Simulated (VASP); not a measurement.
## Sb: electric field gradients with LDA

Sb:

```
Sb
1.0
     2.17890    1.25799    3.79327
    -2.17890    1.25799    3.79327
     0.00000   -2.51598    3.79327
Sb
2
Direct
  0.23364 0.23364 0.23364
  0.76636 0.76636 0.76636
```

| Quantity | Value |
| --- | --- |
| Program | VASP 6.6.1 |
| Task | electric field gradients |
| Functional | LDA |
| Potentials or basis | VASP PAW LDA potentials, release 64 (Sb) |
| Cutoff | 520 eV |
| k mesh | 12 × 12 × 12 |
| Occupations | fermi-dirac, width 0.03 eV |
| Spin | no spin polarisation |
| Dipole correction | no |
| Further INCAR settings | ALGO = Normal; EDIFF = 1e-08; NBANDS = 12 |

```
Pressure                                : -2.7 GPa
Largest force                           : 0.057 eV/Å
Band gap on the k mesh                  : zero (bands 5 and 6 overlap by 0.21 eV)
Largest electric field gradient by atom : Sb -43.1 V/Å²
```

Forces in eV/Å, atoms in the order of the input:
```
Sb   0.000  0.000 -0.057
Sb   0.000  0.000  0.057
```

Levels at points of the mesh, in eV from the Fermi level:
```csv
k point,band 3,band 4,band 5,band 6,band 7,band 8
"(0.00, 0.00, 0.00)",-1.90,-1.67,-1.67,2.10,2.68,2.68
"(0.50, 0.00, 0.00)",-1.78,-1.67,-0.21,-0.20,0.25,0.58
"(0.50, 0.50, 0.00)",-5.18,-3.52,-3.45,1.69,4.78,5.37
"(0.50, 0.50, 0.50)",-1.19,-1.19,-0.53,0.22,0.22,1.10
```

Electric field gradients, principal values (V/Å²):
```
atom   least  middle  greatest (by size)
1 Sb  21.536  21.536             -43.072
2 Sb  21.536  21.536             -43.072
```

Run time: 2.9 min on 1 thread of Intel(R) Xeon(R) Platinum 8488C (Sapphire Rapids), with other jobs on the host, peak memory 0.25 GiB.

Caveat: without QUAD_EFG the Cq values of the log hold for a quadrupole moment of 1 mb, not for the nuclei; spin-orbit coupling is left out, which moves the levels of the heavy elements.
